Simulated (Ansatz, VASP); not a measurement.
NiO: VASP beside Ansatz

The input INCAR:

```
SYSTEM = NiO
ALGO = Normal ; EDIFF = 1E-7
ENCUT = 520 ; GGA = CA
ISIF = 2 ; ISMEAR = 0
ISPIN = 2 ; LASPH = .TRUE.
LCHARG = .FALSE. ; LDAU = .TRUE.
LDAUJ = 0 0 ; LDAUL = 2 -1
LDAUPRINT = 1 ; LDAUTYPE = 2
LDAUU = 4 0 ; LMAXMIX = 4
LORBIT = 11 ; LREAL = .FALSE.
LWAVE = .FALSE. ; MAGMOM = 1.69 -1.69 0 0
NBANDS = 28 ; NELM = 150
PREC = Accurate ; SIGMA = 0.05
```

File KPOINTS:

```
k-points
0
G
  8 8 8
  0 0 0
```

File POSCAR:

```
NiO
1.0
    0.0000000000      2.0913095100      2.0913095100
    2.0913095100      0.0000000000      2.0913095100
    4.1826190200      4.1826190200      0.0000000000
Ni O
2 2
Direct
    0.0000000000      0.0000000000      0.0000000000
    0.0000000000      0.0000000000      0.5000000000
    0.5000000000      0.5000000000      0.2500000000
    0.5000000000      0.5000000000      0.7500000000
```

Input for Ansatz:

```yaml
crystal:
  lattice:
    - [0.0, 2.09130951, 2.09130951]
    - [2.09130951, 0.0, 2.09130951]
    - [4.18261902, 4.18261902, 0.0]
  atoms:
    - { symbol: Ni, position: [0.0, 0.0, 0.0], spin: 2.0 }
    - { symbol: O, position: [0.5, 0.5, 0.25] }
    - { symbol: Ni, position: [0.0, 0.0, 0.5], spin: -2.0 }
    - { symbol: O, position: [0.5, 0.5, 0.75] }
basis:
  ecutwfc: 420
  ecutrho_ratio: 4
kpoints:
  mp_grid: { grid: [8, 8, 8] }
hamiltonian:
  xc: lda
  hubbard:
    sites:
      - { site: 0, l: d, u_eff: 4.0, starting_ns: [{ spin: up, occupation_matrix: s0up }, { spin: down, occupation_matrix: s0down }] }
      - { site: 2, l: d, u_eff: 4.0, starting_ns: [{ spin: up, occupation_matrix: s2up }, { spin: down, occupation_matrix: s2down }] }
    occupation_matrices:
      s0up:
        matrix:
          - [0.97, 0.0, 0.0, 0.0, 0.0]
          - [0.0, 0.97, 0.0, 0.0, 0.0]
          - [0.0, 0.0, 0.97, 0.0, 0.0]
          - [0.0, 0.0, 0.0, 0.97, 0.0]
          - [0.0, 0.0, 0.0, 0.0, 0.97]
      s0down:
        matrix:
          - [0.02, 0.0, 0.0, 0.0, 0.0]
          - [0.0, 0.97, 0.0, 0.0, 0.0]
          - [0.0, 0.0, 0.97, 0.0, 0.0]
          - [0.0, 0.0, 0.0, 0.02, 0.0]
          - [0.0, 0.0, 0.0, 0.0, 0.97]
      s2up:
        matrix:
          - [0.02, 0.0, 0.0, 0.0, 0.0]
          - [0.0, 0.97, 0.0, 0.0, 0.0]
          - [0.0, 0.0, 0.97, 0.0, 0.0]
          - [0.0, 0.0, 0.0, 0.02, 0.0]
          - [0.0, 0.0, 0.0, 0.0, 0.97]
      s2down:
        matrix:
          - [0.97, 0.0, 0.0, 0.0, 0.0]
          - [0.0, 0.97, 0.0, 0.0, 0.0]
          - [0.0, 0.0, 0.97, 0.0, 0.0]
          - [0.0, 0.0, 0.0, 0.97, 0.0]
          - [0.0, 0.0, 0.0, 0.0, 0.97]
    ns_hold: { iters: 8 }
scf:
  occupations: { method: gaussian, width: 0.05 }
  lower_state_search: "off"
  max_iter: 150
output:
  forces: true
  stress: true
  eigenvalues: true
  populations: true
  hubbard: { sites: [{ site: 0, l: d }, { site: 2, l: d }] }
  write_density: true
  write_potential: true
  elf: true
  volumetric_format: npy
magnetization:
  spin_polarized: true
```

Alike in both runs: task single point; functional LDA; k mesh 8 × 8 × 8; occupations gaussian, width 0.05 eV; collinear spin; Hubbard terms Ni d U = 4.0 eV.

|  | VASP | Ansatz |
| --- | --- | --- |
| version | VASP 6.6.1 | Ansatz 0.2.0 |
| potentials or method | VASP PAW LDA potentials, release 64 (Ni, O), cutoff 520 eV | scalar-relativistic, plane waves, PAW |
| valence electrons in the cell | 32 | 48 |

```tsv
	VASP	Ansatz	Ansatz less VASP
gap on the k mesh at the Fermi level (eV)	2.20	2.18	-0.019
least direct gap on the mesh (eV)	2.65	2.65	+0.004
pressure (GPa)	-18.3	-12.2	+6.15
net moment per atom (μB)	0.00	0.00	0.000
size of the moment on the site where the two differ most (μB)	1.56	1.54	-0.028
```

LDA's correlation is that of Perdew and Zunger in VASP and of Perdew and Wang (1992) in Ansatz. Site moments also hang on the region over which each program counts them. The programs project onto different local orbitals, so the same U acts differently, and such runs can settle in different states. VASP's potentials hold 32 valence electrons a cell and Ansatz's 48, so a difference there can come from the potentials and not from the codes.
